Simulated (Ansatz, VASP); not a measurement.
## One calculation of WSe2, two programs

INCAR

```
PREC = Accurate
ENCUT = 520
EDIFF = 1E-6
ISMEAR = 0
SIGMA = 0.05
LREAL = False
LASPH = True
NELM = 100
ALGO = Normal
ISIF = 2
LWAVE = False
LCHARG = False
GGA = PS
NBANDS = 35
```

KPOINTS

```
regular mesh
0
Gamma
  12 12 2
```

POSCAR

```
WSe2
1.0
    3.5159101225      0.0000000000      0.0000000000
   -1.7579550612      2.6200022533      0.0000000000
    0.0000000000      0.0000000000     23.9834862109
W Se
2 4
Direct
    0.6666666667      0.3333333333      0.1376486583
    0.3333333333      0.6666666667      0.8623513417
    0.3333333333      0.6666666667      0.2073654518
    0.6666666667      0.3333333333      0.9321646899
    0.3333333333      0.6666666667      0.0678353101
    0.6666666667      0.3333333333      0.7926345482
```

Input for Ansatz:

```yaml
crystal:
  lattice:
    - [3.5159101225, 0.0, 0.0]
    - [-1.7579550612, 2.6200022533, 0.0]
    - [0.0, 0.0, 23.9834862109]
  atoms:
    - { symbol: W, position: [0.6666666667, 0.3333333333, 0.1376486583] }
    - { symbol: W, position: [0.3333333333, 0.6666666667, 0.8623513417] }
    - { symbol: Se, position: [0.3333333333, 0.6666666667, 0.2073654518] }
    - { symbol: Se, position: [0.6666666667, 0.3333333333, 0.9321646899] }
    - { symbol: Se, position: [0.3333333333, 0.6666666667, 0.0678353101] }
    - { symbol: Se, position: [0.6666666667, 0.3333333333, 0.7926345482] }
basis:
  ecutwfc: 420
kpoints:
  mp_grid: { grid: [12, 12, 2] }
hamiltonian:
  xc: pbesol
scf:
  occupations: { method: gaussian, width: 0.05 }
output:
  forces: true
  stress: true
  eigenvalues: true
```

Change from the starting cell: strain +0.0750 x Voigt [1, -1, 0, 0, 0, 0], atoms carried along.

Alike in both runs: task single point; functional PBEsol; k mesh 12 × 12 × 2; occupations gaussian, width 0.05 eV; no spin polarisation.

|  | VASP | Ansatz |
| --- | --- | --- |
| version | VASP 6.6.1 | Ansatz 0.2.0 |
| potentials or method | VASP PAW PBE potentials, release 64 (W_sv, Se), cutoff 520 eV | scalar-relativistic, plane waves, PAW |
| valence electrons in the cell | 52 | 92 |

```tsv
	VASP	Ansatz	Ansatz less VASP
gap on the k mesh at the Fermi level (eV)	1.36	1.36	-0.003
least direct gap on the mesh (eV)	1.56	1.57	+0.004
rms of the force components (eV/Å)	0.611	0.599	-0.0121
```

VASP's potentials were made for PBE, not for PBEsol. Atom by atom the forces differ by 0.031 eV/Å (rms over components). VASP's potentials hold 52 valence electrons a cell and Ansatz's 92, so a difference there can come from the potentials and not from the codes.

Spin-orbit coupling is off throughout.
